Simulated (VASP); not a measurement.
# LiH3 (P31c) in VASP: relaxation of cell and atoms with PBE

Aim: the relaxation of cell and atoms of LiH3 with PBE.

Everything below comes from runs of VASP 6.6.1. Logs are shortened: lines on timing, memory, paths and dates and some standing lists are left out, and cuts for length are marked.

### 1 The cell of the first run

The structure is trigonal, space group P31c (No. 159). Conventional cell: a = 4.662 Å, b = 4.662 Å, c = 3.749 Å, α = 90.00°, β = 90.00°, γ = 120.00°. Within 2.1 Å of Li (site symmetry 3) lie 6 H at 1.55 to 1.97 Å. Within 2.1 Å of H (site symmetry 1) lie 2 Li at 1.55 to 1.97 Å and 4 H at 1.97 to 2.09 Å.

The cell was generated, and may not be a known phase.

### 2 Relaxation of cell and atoms, PBE

File INCAR:

```
PREC = Accurate ; ENCUT = 1230
EDIFF = 1E-7 ; ISMEAR = 0
SIGMA = 0.1 ; LREAL = F
LASPH = T ; NELM = 120
ALGO = Normal ; ISIF = 3
LWAVE = F ; LCHARG = F
GGA = PE ; IBRION = 2
NSW = 90 ; EDIFFG = -0.04
GGA_COMPAT = F ; NELMIN = 4
```

File KPOINTS:

```
regular mesh
0
Gamma
  6 6 4
```

File POSCAR:

```
LiH3
1.0
    4.6618315558      0.0000000000      0.0000000000
   -2.3309157779      4.0372645555      0.0000000000
    0.0000000000      0.0000000000      3.7489761158
Li H
2 6
Direct
    0.3333333333      0.6666666667      0.1666666667
    0.6666666667      0.3333333333      0.6666666667
    0.3333333333      0.4080665599      0.4252667734
    0.0747332266      0.6666666667      0.4252667734
    0.5919334401      0.9252667734      0.4252667734
    0.6666666667      0.0747332266      0.9252667734
    0.4080665599      0.3333333333      0.9252667734
    0.9252667734      0.5919334401      0.9252667734
```

Potentials or basis: VASP PAW PBE potentials, release 64 (Li_sv, H_h).

Command:

```bash
$ cat potpaw_PBE.64/Li_sv/POTCAR potpaw_PBE.64/H_h/POTCAR > POTCAR
$ mpirun -np 1 vasp_std > vasp.out
```

OUTCAR:

```text
PREC = Accurate
   ENCUT = 1230
   EDIFF = 1E-7
   ISMEAR = 0
   LREAL = F
   LASPH = T
   NELM = 120
   ISIF = 3
   GGA = PE
   IBRION = 2
   NSW = 90
   EDIFFG = -0.04
   NELMIN = 4

 ion  position               nearest neighbor table
   1  0.333  0.667  0.167-   4 1.55   5 1.55   3 1.55
   2  0.667  0.333  0.667-   6 1.55   8 1.55   7 1.55
   3  0.333  0.408  0.425-   1 1.55
   4  0.075  0.667  0.425-   1 1.55
   5  0.592  0.925  0.425-   1 1.55
   6  0.667  0.075  0.925-   2 1.55
   7  0.408  0.333  0.925-   2 1.55
   8  0.925  0.592  0.925-   2 1.55

  LATTYP: Found a hexagonal cell.
 ALAT       =     4.6618315558
 C/A-ratio  =     0.8041852373

  Lattice vectors:

 A1 = (   4.6618315558,   0.0000000000,   0.0000000000)
 A2 = (  -2.3309157779,   4.0372645555,   0.0000000000)
 A3 = (   0.0000000000,   0.0000000000,   3.7489761158)

Analysis of symmetry for initial positions (statically):
=====================================================================
 Subroutine PRICEL returns:
 Original cell was already a primitive cell.

 Routine SETGRP: Setting up the symmetry group for a
 hexagonal supercell.

 Subroutine GETGRP returns: Found  6 space group operations
 (whereof  3 operations were pure point group operations)
 out of a pool of 24 trial point group operations.

The static configuration has the point symmetry C_3 .
 The point group associated with its full space group is C_3v.

Analysis of symmetry for dynamics (positions and initial velocities):
=====================================================================
 Subroutine PRICEL returns:
 Original cell was already a primitive cell.

 Routine SETGRP: Setting up the symmetry group for a
 hexagonal supercell.

 Subroutine GETGRP returns: Found  6 space group operations
 (whereof  3 operations were pure point group operations)
 out of a pool of 24 trial point group operations.

The dynamic configuration has the point symmetry C_3 .
 The point group associated with its full space group is C_3v.

 Subroutine INISYM returns: Found  6 space group operations
 (whereof  3 operations are pure point group operations),
 and found     1 'primitive' translations

----------------------------------------------------------------------------------------

                                     Primitive cell

  volume of cell :      70.5597

  direct lattice vectors                    reciprocal lattice vectors
     4.661831556  0.000000000  0.000000000     0.214507965  0.123846231  0.000000000
    -2.330915778  4.037264556  0.000000000     0.000000000  0.247692463  0.000000000
     0.000000000  0.000000000  3.748976116     0.000000000  0.000000000  0.266739496

  length of vectors
[... 128 lines left out ...]
  volume of cell :       70.56
 maximum number of plane-waves:      6946
 NGX is ok and might be reduce to    54
   NGX = 27   NGY = 27   NGZ = 21

--------------------------------------- Ionic step        1  -------------------------------------------

 number of electron      12.0000000 magnetization

 Free energy of the ion-electron system (eV)
  ---------------------------------------------------
  ext. energy  EPLUGINS =         0.00000000
  ---------------------------------------------------
  free energy    TOTEN  =       -17.29246150 eV

  energy without entropy =      -17.27100120  energy(sigma->0) =      -17.28173135

------------------------ aborting loop because EDIFF is reached ----------------------------------------

  FORCE on cell =-STRESS in cart. coord.  units (eV):
  Direction    XX          YY          ZZ          XY          YZ          ZX
  --------------------------------------------------------------------------------------
  -------------------------------------------------------------------------------------
  Total        2.0815817      2.0815817     -4.0946486      0.0000000      0.0000000      0.0000000
  in kB       47.2658619     47.2658619    -92.9759786      0.0000000      0.0000000      0.0000000
  external PRESSURE =       0.5185817 kB  Pullay stress =       0.0000000 kB
[... 107 lines left out ...]
  FREE ENERGIE OF THE ION-ELECTRON SYSTEM (eV)
  ---------------------------------------------------
  free  energy   TOTEN  =       -19.7643723270 eV

  energy  without entropy=      -19.7613966499  energy(sigma->0) =      -19.76288449

 E-fermi :  -0.1639     XC(G=0):  -7.4607

 val. band max:       -0.2331763805   @ k =   0.3333  -0.0000   0.2500
 cond. band min:       0.1155952976   @ k =   0.3333   0.1667   0.2500
 fundamental gap:      0.3487716782
 Fermi energy:        -0.1639295502

 k-point     1 :       0.0000    0.0000    0.0000
  band No.  band energies     occupation
      1     -46.2789      2.00000
      2     -46.2693      2.00000
      3      -8.1026      2.00000
      4      -5.7804      2.00000
      5      -5.7804      2.00000
      6       2.5694      0.00000
      7       2.5694      0.00000
      8       3.1283      0.00000
      9       4.7717      0.00000
     10       5.0859      0.00000
     11       5.0859      0.00000
[... 309 lines left out ...]
 k-point    24 :       0.3333    0.3333    0.5000
  band No.  band energies     occupation
      1     -46.2699      2.00000
      2     -46.2699      2.00000
      3      -3.8803      2.00000
      4      -3.8803      2.00000
      5      -3.2363      2.00000
      6      -3.2357      2.00000
      7      -3.0132      2.00000
      8      -3.0132      2.00000
      9       5.4060      0.00000
     10       5.4060      0.00000
     11       7.3358      0.00000

[... ionic steps 4 to 9 ...]

--------------------------------------- Ionic step       10  -------------------------------------------

 number of electron      12.0000001 magnetization

------------------------ aborting loop because EDIFF is reached ----------------------------------------
[... 79 lines left out ...]
--------------------------------------- Ionic step       12  -------------------------------------------

 number of electron      11.9999998 magnetization

 Free energy of the ion-electron system (eV)
  ---------------------------------------------------
  ext. energy  EPLUGINS =         0.00000000
  ---------------------------------------------------
  free energy    TOTEN  =       -22.25697528 eV

  energy without entropy =      -22.24874055  energy(sigma->0) =      -22.25285792

 E-fermi :   2.1231     XC(G=0):  -7.8805

 val. band max:        2.1016608929   @ k =   0.1667   0.0000   0.0000
 cond. band min:       2.2086905876   @ k =   0.1667   0.1667   0.0000
 fundamental gap:      0.1070296947
 Fermi energy:         2.1230666187

 k-point     1 :       0.0000    0.0000    0.0000
  band No.  band energies     occupation
      1     -46.1552      2.00000
      2     -46.1456      2.00000
      3      -9.0891      2.00000
      4      -7.5977      2.00000
      5      -7.5977      2.00000
      6       1.9783      1.95932
      7       1.9783      1.95932
      8       4.1640      0.00000
      9       4.8943      0.00000
     10       8.6061      0.00000
     11      12.2195      0.00000
[... 355 lines left out ...]
  FREE ENERGIE OF THE ION-ELECTRON SYSTEM (eV)
  ---------------------------------------------------
  free  energy   TOTEN  =       -22.2569752849 eV

  energy  without entropy=      -22.2487405466  energy(sigma->0) =      -22.25285792

 reached required accuracy - stopping structural energy minimisation
```

OSZICAR:

```text
N       E                     dE             d eps       ncg     rms          rms(c)
DAV:   1     0.474855214875E+02    0.47486E+02   -0.82738E+03   528   0.182E+03
DAV:   2    -0.993749171626E+01   -0.57423E+02   -0.55715E+02   665   0.275E+02
DAV:   3    -0.167578035160E+02   -0.68203E+01   -0.67574E+01   839   0.666E+01
[... 128 lines left out ...]
DAV:   2    -0.222571782237E+02   -0.75406E-04   -0.44688E-03   830   0.623E-01    0.185E-01
DAV:   3    -0.222569773679E+02    0.20086E-03   -0.52012E-04   723   0.163E-01    0.163E-02
DAV:   4    -0.222569752557E+02    0.21122E-05   -0.42588E-05   711   0.584E-02    0.743E-03
DAV:   5    -0.222569752103E+02    0.45477E-07   -0.43314E-06   690   0.147E-02    0.145E-03
DAV:   6    -0.222569752849E+02   -0.74602E-07   -0.22396E-07   602   0.453E-03
  12 F= -.22256975E+02 E0= -.22252858E+02  d E =-.357085E-02
```

CONTCAR:

```text
LiH3
   1.00000000000000
     5.3281315724817278   -0.0000000000000000    0.0000000000000000
    -2.6640657862408639    4.6142972964942466   -0.0000000000000000
    -0.0000000000000000   -0.0000000000000000    2.4025363915546771
  Li              H
     2     6
Direct
     0.3333333332999970    0.6666666667000030    0.8180381738540390
     0.6666666667000030    0.3333333332999970    0.3180381738540391
     0.3287424525528919    0.3300444185961204    0.5414762710153183
     0.0013019660432181    0.6712575474471200    0.5414762710153183
     0.6699555814038901    0.9986980339567596    0.5414762710153183
     0.6712575474471305    0.0013019660432405    0.0414762710153185
     0.3300444185960981    0.3287424525528799    0.0414762710153182
     0.9986980339567716    0.6699555814038797    0.0414762710153182

  0.00000000E+00  0.00000000E+00  0.00000000E+00
  0.00000000E+00  0.00000000E+00  0.00000000E+00
  0.00000000E+00  0.00000000E+00  0.00000000E+00
  0.00000000E+00  0.00000000E+00  0.00000000E+00
  0.00000000E+00  0.00000000E+00  0.00000000E+00
  0.00000000E+00  0.00000000E+00  0.00000000E+00
  0.00000000E+00  0.00000000E+00  0.00000000E+00
  0.00000000E+00  0.00000000E+00  0.00000000E+00
```

It took 10 min on 1 thread of Intel Xeon Platinum 8259CL at 2.50GHz (Skylake/Cascade Lake), shared host; peak memory 0.4 GiB.

Results:

```
Free energy                           : -22.2570 eV
Relaxed volume                        : 7.38 Å³/atom
Relaxed cell                          : a = 5.328 Å, b = 5.328 Å, c = 2.403 Å, α = 90.00°, β = 90.00°, γ = 120.00°
Space group after relaxing (to 0.1 Å) : P31c (No. 159)
Energy gained by relaxing             : 620.6 meV/atom
Ionic steps                           : 12
Pressure after relaxing               : -0.1 GPa
Largest force after relaxing          : 0.026 eV/Å
Band gap on the k mesh                : zero (bands 6 and 7 overlap by 5.40 eV)
```

Forces on the atoms (eV/Å):
```
Li   0.000  0.000  0.010
Li   0.000  0.000  0.010
H   -0.006  0.025 -0.003
H    0.024 -0.007 -0.003
H   -0.018 -0.017 -0.003
H   -0.018  0.017 -0.003
H    0.024  0.007 -0.003
H   -0.006 -0.025 -0.003
```

Stress tensor (GPa, compression positive):
```
-0.27  0.00  0.00
 0.00 -0.27  0.00
 0.00  0.00  0.17
```

Step by step:
```csv
step,energy change (eV),largest force (eV/Å),pressure (GPa),volume (Å³)
1,0.0000,2.7879,0.05,70.56
2,-1.2734,1.2694,-3.39,70.56
3,-2.4719,0.1992,-5.56,70.39
4,-3.1551,1.2704,-3.96,69.39
5,-4.4669,0.5871,-3.51,65.43
6,-4.6080,0.3712,-3.25,64.11
7,-4.9491,0.0768,-1.58,61.19
8,-4.9447,0.1385,-0.69,60.58
9,-4.9515,0.0975,-1.30,60.99
10,-4.9602,0.0502,-0.52,59.91
11,-4.9609,0.0384,-0.21,59.50
12,-4.9645,0.0255,-0.12,59.07
```

Final structure:
```
Li H
1.0
     5.32813    0.00000    0.00000
    -2.66407    4.61430    0.00000
     0.00000    0.00000    2.40254
Li H
2 6
Direct
  0.33333 0.66667 0.81804
  0.66667 0.33333 0.31804
  0.32874 0.33004 0.54148
  0.00130 0.67126 0.54148
  0.66996 0.99870 0.54148
  0.67126 0.00130 0.04148
  0.33004 0.32874 0.04148
  0.99870 0.66996 0.04148
```

Caveat: the k points lie up to 0.65 Å⁻¹ apart in the final cell, too coarse for converged energies and pressures of a metal; the volume moved by over 15 % at a fixed basis, so the end points are rough.

The gap in the log of VASP goes by the Fermi energy; the results here count the filled bands.